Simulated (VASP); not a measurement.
Set up this calculation in VASP 6.6.1, as the native input.

| Property | Result |
| --- | --- |
| Task | single point |
| Functional | PBEsol |
| Potentials or basis | VASP PAW PBE potentials, release 64 (Ga_d, Sb) |
| Cutoff | 520 eV |
| k mesh | 11 × 11 × 11 |
| Occupations | fermi-dirac, width 0.05 eV |
| Spin | no spin polarisation |
| Dipole correction | no |
| Further INCAR settings | ALGO = Normal; EDIFF = 1e-06; NBANDS = 16 |

The structure of GaSb (zincblende type) lies in POSCAR:

```
GaSb
1.0
    0.0000000000      2.6332763123      2.6332763123
    2.6332763123      0.0000000000      2.6332763123
    2.6332763123      2.6332763123      0.0000000000
Ga Sb
1 1
Direct
    0.0000000000      0.0000000000      0.0000000000
    0.2500000000      0.2500000000      0.2500000000
```

One way to write it, as run:

INCAR

```
SYSTEM = GaSb
PREC = Accurate
ENCUT = 520
EDIFF = 1E-6
ISMEAR = -1
SIGMA = 0.05
LREAL = .FALSE.
LASPH = .TRUE.
NELM = 80
ALGO = Normal
ISIF = 2
LWAVE = .FALSE.
LCHARG = .TRUE.
GGA = PS
LELF = .TRUE.
LVHAR = .TRUE.
NBANDS = 16
```

KPOINTS

```
regular mesh
0
G
  11 11 11
  0 0 0
```

Potentials or basis: VASP PAW PBE potentials, release 64 (Ga_d, Sb).

Command:

```console
$ cat potpaw_PBE.64/Ga_d/POTCAR potpaw_PBE.64/Sb/POTCAR > POTCAR
$ mpirun -np 1 vasp_std > vasp.out
```

It gave:

- Pressure: 65.0 GPa
- Band gap on the k mesh: zero (bands 9 and 10 overlap by 0.24 eV)

Caveat: the cell stands under pressure; semilocal functionals underestimate gaps, so a narrow gap can read as zero; the PAW data sets were made with another functional, which shifts forces and pressure a little; spin-orbit coupling is left out, which moves the levels of the heavy elements.

Wall time 70 s on 1 thread of AMD EPYC 7R13, with other jobs on the host, peak memory 0.15 GiB.
